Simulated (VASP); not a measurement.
# TaNb3F2 (P-4m2) in VASP: single point with PBE

Aim: the single point of TaNb3F2 with PBE.

All numbers are computed with VASP 6.6.1; they aren't measurements. Logs are shortened: lines on timing, memory, paths and dates and some standing lists are left out, and cuts for length are marked.

## (1) The cell of the first run

The structure is tetragonal, space group P-4m2 (No. 115). Conventional cell: a = 4.318 Å, b = 4.318 Å, c = 4.860 Å, α = 90.00°, β = 90.00°, γ = 90.00°. Ta (site symmetry -4m2) has 6 Nb at 2.26 to 2.43 Å and 4 F at 3.05 Å within 3.1 Å. Within 3.0 Å of Nb (site symmetry 2mm) lie 2 Ta at 2.26 Å and 4 F at 2.26 to 2.79 Å and 2 Nb at 2.79 Å. Within 3.2 Å of Nb (site symmetry -4m2) lie 2 Ta at 2.43 Å and 4 Nb at 2.79 Å and 4 F at 3.05 Å. Within 3.2 Å of F (site symmetry -4m2) lie 2 F at 2.43 Å and 8 Nb at 2.79 to 3.05 Å. F (site symmetry -4m2) has 4 Nb at 2.26 Å and 2 F at 2.43 Å and 4 Ta at 3.05 Å within 3.1 Å.

The cell was built from a structure type or drawn by symmetry, and may not be a known phase.

## (2) Single point, PBE

The input, INCAR:

```
PREC = Accurate ; ENCUT = 600
EDIFF = 1E-6 ; ISMEAR = 0
SIGMA = 0.1 ; LREAL = False
LASPH = True ; NELM = 120
ALGO = Normal ; ISIF = 2
LWAVE = False ; LCHARG = True
GGA = PE ; LELF = True
LVHAR = True ; NBANDS = 42
GGA_COMPAT = False
```

The input, KPOINTS:

```
Automatic mesh
0
Gamma
  4 4 4
```

The input, POSCAR:

```
TaNb3F2
1.0
    4.3182617100      0.0000000000      0.0000000000
    0.0000000000      4.3182617100      0.0000000000
    0.0000000000      0.0000000000      4.8597432300
Ta Nb F
1 3 2
Direct
    0.0000000000      0.0000000000      0.0000000000
    0.0000000000      0.5000000000      0.1376359100
    0.5000000000      0.0000000000      0.8623640900
    0.0000000000      0.0000000000      0.5000000000
    0.5000000000      0.5000000000      0.5000000000
    0.5000000000      0.5000000000      0.0000000000
```

Potentials or basis: VASP PAW PBE potentials, release 64 (Ta_sv_GW, Nb_sv, F).

Run with:

```
cat potpaw_PBE.64/Ta_sv_GW/POTCAR potpaw_PBE.64/Nb_sv/POTCAR potpaw_PBE.64/F/POTCAR > POTCAR
mpirun -np 1 vasp_std > vasp.out
```

OUTCAR:

```text
PREC = Accurate
   ENCUT = 600
   EDIFF = 1E-6
   ISMEAR = 0
   LREAL = False
   LASPH = True
   NELM = 120
   ISIF = 2
   GGA = PE

 ion  position               nearest neighbor table
   1  0.000  0.000  0.000-   2 2.26   3 2.26   2 2.26   3 2.26   4 2.43   4 2.43
   2  0.000  0.500  0.138-   1 2.26   6 2.26   1 2.26   6 2.26   4 2.79   4 2.79
   3  0.500  0.000  0.862-   1 2.26   6 2.26   6 2.26   1 2.26   4 2.79   4 2.79
   4  0.000  0.000  0.500-   1 2.43   1 2.43   3 2.79   2 2.79   2 2.79   3 2.79
   5  0.500  0.500  0.500-
   6  0.500  0.500  0.000-   2 2.26   3 2.26   3 2.26   2 2.26

  LATTYP: Found a simple tetragonal cell.
 ALAT       =     4.3182617100
 C/A-ratio  =     1.1253934005

  Lattice vectors:

 A1 = (   4.3182617100,   0.0000000000,   0.0000000000)
 A2 = (   0.0000000000,   4.3182617100,   0.0000000000)
 A3 = (   0.0000000000,   0.0000000000,   4.8597432300)

Analysis of symmetry for initial positions (statically):
=====================================================================
 Subroutine PRICEL returns:
 Original cell was already a primitive cell.

 Routine SETGRP: Setting up the symmetry group for a
 simple tetragonal supercell.

 Subroutine GETGRP returns: Found  8 space group operations
 (whereof  8 operations were pure point group operations)
 out of a pool of 16 trial point group operations.

The static configuration has the point symmetry D_2d.

Analysis of symmetry for dynamics (positions and initial velocities):
=====================================================================
 Subroutine PRICEL returns:
 Original cell was already a primitive cell.

 Routine SETGRP: Setting up the symmetry group for a
 simple tetragonal supercell.

 Subroutine GETGRP returns: Found  8 space group operations
 (whereof  8 operations were pure point group operations)
 out of a pool of 16 trial point group operations.

The dynamic configuration has the point symmetry D_2d.

 Subroutine INISYM returns: Found  8 space group operations
 (whereof  8 operations are pure point group operations),
 and found     1 'primitive' translations

----------------------------------------------------------------------------------------

                                     Primitive cell

  volume of cell :      90.6215

  direct lattice vectors                    reciprocal lattice vectors
     4.318261710  0.000000000  0.000000000     0.231574663  0.000000000  0.000000000
     0.000000000  4.318261710  0.000000000     0.000000000  0.231574663  0.000000000
     0.000000000  0.000000000  4.859743230     0.000000000  0.000000000  0.205772189

  length of vectors
     4.318261710  4.318261710  4.859743230     0.231574663  0.231574663  0.205772189

  position of ions in fractional coordinates (direct lattice)
     0.000000000  0.000000000  0.000000000
     0.000000000  0.500000000  0.137635910
     0.500000000  0.000000000  0.862364090
     0.000000000  0.000000000  0.500000000
     0.500000000  0.500000000  0.500000000
     0.500000000  0.500000000  0.000000000

  ion indices of the primitive-cell ions
   primitive index   ion index
                 1           1
                 2           2
                 3           3
                 4           4
                 5           5
                 6           6

----------------------------------------------------------------------------------------

 KPOINTS: Automatic mesh

Automatic generation of k-mesh.
 Grid dimensions read from file:
 generate k-points for:    4    4    4

 Generating k-lattice:

  Cartesian coordinates                     Fractional coordinates (reciprocal lattice)
     0.057893666  0.000000000  0.000000000     0.250000000  0.000000000  0.000000000
     0.000000000  0.057893666  0.000000000     0.000000000  0.250000000  0.000000000
     0.000000000  0.000000000  0.051443047     0.000000000  0.000000000  0.250000000

  Length of vectors
     0.057893666  0.057893666  0.051443047

  Shift w.r.t. Gamma in fractional coordinates (k-lattice)
     0.000000000  0.000000000  0.000000000

 Subroutine IBZKPT returns following result:
 ===========================================

 Found     18 irreducible k-points:

 Following reciprocal coordinates:
            Coordinates               Weight
  0.000000  0.000000  0.000000      1.000000
  0.250000  0.000000  0.000000      4.000000
  0.500000  0.000000  0.000000      2.000000
  0.250000  0.250000  0.000000      4.000000
  0.500000  0.250000  0.000000      4.000000
  0.500000  0.500000  0.000000      1.000000
[... 10 lines left out ...]
  0.500000  0.250000  0.500000      4.000000
  0.500000  0.500000  0.500000      1.000000
   k-points           NKPTS =     18   k-points in BZ     NKDIM =     18   number of bands    NBANDS=     42
   number of dos      NEDOS =    301   number of ions     NIONS =      6
   total plane-waves  NPLWV =  51840
   dimension x,y,z NGX =    36 NGY =   36 NGZ =   40
   dimension x,y,z NGXF=    72 NGYF=   72 NGZF=   80
   ions per type =               1   3   2
   NGX,Y,Z   is equivalent  to a cutoff of  13.86, 13.86, 13.68 a.u.
   NGXF,Y,Z  is equivalent  to a cutoff of  27.72, 27.72, 27.37 a.u.
 SYSTEM =  unknown system
   PREC   = accura    normal or accurate (medium, high low for compatibility)
   ISTART =      0    job   : 0-new  1-cont  2-samecut
   ICHARG =      2    charge: 1-file 2-atom 10-const
   ISPIN  =      1    spin polarized calculation?
   LNONCOLLINEAR =      F non collinear calculations
   LSORBIT =      F    spin-orbit coupling
   LASPH  =      T    aspherical Exc in radial PAW
   ENCUT  =  600.0 eV  44.10 Ry    6.64 a.u.   8.62  8.62  9.71*2*pi/ulx,y,z
   NELM   =    120;   NELMIN=  2; NELMDL= -5     # of ELM steps
   EDIFF  = 0.1E-05   stopping-criterion for ELM
   LREAL  =      F    real-space projection
   EDIFFG = 0.1E-04   stopping-criterion for IOM
   NSW    =      0    number of steps for IOM
   IBRION =     -1    ionic relax: 0-MD 1-quasi-New 2-CG
   NFREE  =      0    steps in history (QN), initial steepest desc. (CG)
   ISIF   =      2    stress and relaxation
   ISYM   =      2    0-nonsym 1-usesym 2-fastsym
   POTIM  = 0.5000    time-step for ionic-motion
   TEBEG  =    0.0;   TEEND  =   0.0 temperature during run
   PSTRESS=    0.0 pullay stress
   NELECT =      66.0000    total number of electrons
   NUPDOWN=      -1.0000    fix difference up-down
   EMIN   =  10.00;   EMAX   =-10.00  energy-range for DOS
   EFERMI =   0.00;   METHOD = LEGACY
   ISMEAR =     0;   SIGMA  =   0.10  broadening in eV -4-tet -1-fermi 0-gaus
   EFERMI_NEDOS =   21; number of points for ismear=-14 and -15
   IALGO  =     38    algorithm
   IMIX   =      4    mixing-type and parameters
     AMIX     =   0.40;   BMIX     =  1.00
     AMIX_MAG =   1.60;   BMIX_MAG =  1.00
  volume/ion in A,a.u.               =      15.10       101.92
  Fermi-wavevector in a.u.,A,eV,Ry     =   1.472920  2.783415 29.517735  2.169492
  Thomas-Fermi vector in A             =   2.587876
   LORBIT       =      0    0 simple, 1 ext, 2 COOP (PROOUT), +10 PAW based schemes
   GGA     = PE    functional components
   LHFCALC =     F    Hartree Fock is set to
   AEXX    =    0.0000 exact exchange contribution
   IVDW    =     0    specifies the selected vdW correction
   LEPSILON=     F    determine dielectric tensor
   LRPA    =     F    only Hartree local field effects (RPA)
 non-spin polarized calculation
 Gauss-broadening in eV      SIGMA  =   0.10
  energy-cutoff  :      600.00
  volume of cell :       90.62
 maximum number of plane-waves:      3060
 NGX is ok and might be reduce to    36
   NGX = 17   NGY = 17   NGZ = 19

 number of electron      65.9999970 magnetization

 Free energy of the ion-electron system (eV)
  ---------------------------------------------------
  ext. energy  EPLUGINS =         0.00000000
  ---------------------------------------------------
  free energy    TOTEN  =       -43.02348539 eV

  energy without entropy =      -43.00509622  energy(sigma->0) =      -43.01429080

 E-fermi :   9.6823     XC(G=0): -11.8705

 val. band max:        9.6443277359   @ k =   0.5000   0.2500   0.5000
 cond. band min:       9.6854178701   @ k =   0.0000   0.0000   0.2500
 fundamental gap:      0.0410901343
 Fermi energy:         9.6822630803

 k-point     1 :       0.0000    0.0000    0.0000
  band No.  band energies     occupation
      1     -57.2408      2.00000
      2     -45.5837      2.00000
      3     -45.5808      2.00000
      4     -45.0785      2.00000
      5     -25.6423      2.00000
      6     -25.6423      2.00000
[... 34 lines left out ...]
     41      13.1871      0.00000
     42      14.2281      0.00000

 k-point     2 :       0.2500    0.0000    0.0000
  band No.  band energies     occupation
      1     -57.2381      2.00000
      2     -45.6003      2.00000
      3     -45.5817      2.00000
      4     -45.0824      2.00000
      5     -25.6291      2.00000
      6     -25.3333      2.00000
[... 34 lines left out ...]
     41      13.1895      0.00000
     42      13.8594      0.00000

 k-point     3 :       0.5000    0.0000    0.0000
  band No.  band energies     occupation
      1     -57.2353      2.00000
      2     -45.6185      2.00000
      3     -45.5812      2.00000
      4     -45.0860      2.00000
      5     -25.6157      2.00000
      6     -25.0644      2.00000
[... 34 lines left out ...]
     41      12.3181      0.00000
     42      13.8705      0.00000

 k-point     4 :       0.2500    0.2500    0.0000
  band No.  band energies     occupation
      1     -57.2354      2.00000
      2     -45.6006      2.00000
      3     -45.5989      2.00000
      4     -45.0863      2.00000
      5     -25.4415      2.00000
      6     -25.1554      2.00000
[... 574 lines left out ...]
     41      12.5551      0.00000
     42      12.8183      0.00000

 k-point    17 :       0.5000    0.2500    0.5000
  band No.  band energies     occupation
      1     -57.2316      2.00000
      2     -45.6179      2.00000
      3     -45.6013      2.00000
      4     -45.1000      2.00000
      5     -25.2115      2.00000
      6     -24.5007      2.00000
[... 34 lines left out ...]
     41      12.7090      0.00000
     42      12.8290      0.00000

 k-point    18 :       0.5000    0.5000    0.5000
  band No.  band energies     occupation
      1     -57.2289      2.00000
      2     -45.6174      2.00000
      3     -45.6174      2.00000
      4     -45.1059      2.00000
      5     -24.6617      2.00000
      6     -24.4737      2.00000
[... 34 lines left out ...]
     41      12.3308      0.00000
     42      12.5781      0.00000

------------------------ aborting loop because EDIFF is reached ----------------------------------------

  FORCE on cell =-STRESS in cart. coord.  units (eV):
  Direction    XX          YY          ZZ          XY          YZ          ZX
  --------------------------------------------------------------------------------------
  -------------------------------------------------------------------------------------
  Total       23.5174283     23.5174283     22.2972988      0.0000000      0.0000000      0.0000000
  in kB      415.7853358    415.7853358    394.2135924      0.0000000      0.0000000      0.0000000
  external PRESSURE =     408.5947546 kB  Pullay stress =       0.0000000 kB

 VOLUME and BASIS-vectors are now :
 -----------------------------------------------------------------------------
  energy-cutoff  :      600.00
  volume of cell :       90.62
      direct lattice vectors                 reciprocal lattice vectors
     4.318261710  0.000000000  0.000000000     0.231574663  0.000000000  0.000000000
     0.000000000  4.318261710  0.000000000     0.000000000  0.231574663  0.000000000
     0.000000000  0.000000000  4.859743230     0.000000000  0.000000000  0.205772189

 POSITION                                       TOTAL-FORCE (eV/Angst)
 -----------------------------------------------------------------------------------
      0.00000      0.00000      0.00000        -0.000000     -0.000000      0.000000
      0.00000      2.15913      0.66888        -0.000000     -0.000000      4.152606
      2.15913      0.00000      4.19087         0.000000     -0.000000     -4.152606
      0.00000      0.00000      2.42987        -0.000000     -0.000000      0.000000
      2.15913      2.15913      2.42987        -0.000000     -0.000000      0.000000
      2.15913      2.15913      0.00000        -0.000000      0.000000      0.000000
 -----------------------------------------------------------------------------------
    total drift:                                0.000000      0.000000     -0.000000

  FREE ENERGIE OF THE ION-ELECTRON SYSTEM (eV)
  ---------------------------------------------------
  free  energy   TOTEN  =       -43.0234853896 eV

  energy  without entropy=      -43.0050962161  energy(sigma->0) =      -43.01429080
```

Wall time 57 s (1 thread of Intel Xeon 6975P-C (Granite Rapids), shared host); peak memory 0.27 GiB.

Results:

* Free energy: -43.0235 eV
* Pressure: 40.9 GPa
* Largest force: 4.153 eV/Å
* Band gap on the k mesh: zero (bands 33 and 34 overlap by 1.63 eV)

Forces in eV/Å, atoms in the order of the input:
```
Ta   0.000  0.000  0.000
Nb   0.000  0.000  4.153
Nb   0.000  0.000 -4.153
Nb   0.000  0.000  0.000
F    0.000  0.000  0.000
F    0.000  0.000  0.000
```

Levels at points of the mesh, in eV from the Fermi level:
| k point | band 30 | band 31 | band 32 | band 33 | band 34 | band 35 | band 36 | band 37 |
| --- | --- | --- | --- | --- | --- | --- | --- | --- |
| (0.00, 0.00, 0.00) | -2.93 | -1.86 | -1.06 | 1.04 | 1.17 | 1.22 | 1.22 | 1.35 |
| (0.50, 0.00, 0.00) | -2.03 | -0.94 | -0.67 | -0.28 | 0.69 | 0.76 | 1.03 | 1.78 |
| (0.50, 0.50, 0.00) | -1.75 | -0.71 | -0.71 | -0.62 | 0.44 | 0.44 | 0.72 | 0.89 |
| (0.00, 0.00, 0.50) | -1.43 | -1.05 | -0.69 | -0.59 | -0.59 | -0.46 | 0.97 | 1.16 |
| (0.50, 0.00, 0.50) | -1.65 | -1.44 | -0.36 | -0.09 | 0.32 | 0.69 | 1.03 | 1.32 |
| (0.50, 0.50, 0.50) | -2.06 | -1.77 | -1.06 | 0.88 | 0.88 | 0.91 | 0.94 | 1.46 |

Caveat: the k points lie up to 0.36 Å⁻¹ apart, too coarse for converged energies and pressures of a metal; spin-orbit coupling is left out, which moves the levels of the heavy elements; forces of over 1 eV/Å act on the atoms, so gaps and moduli don't describe the material at rest.
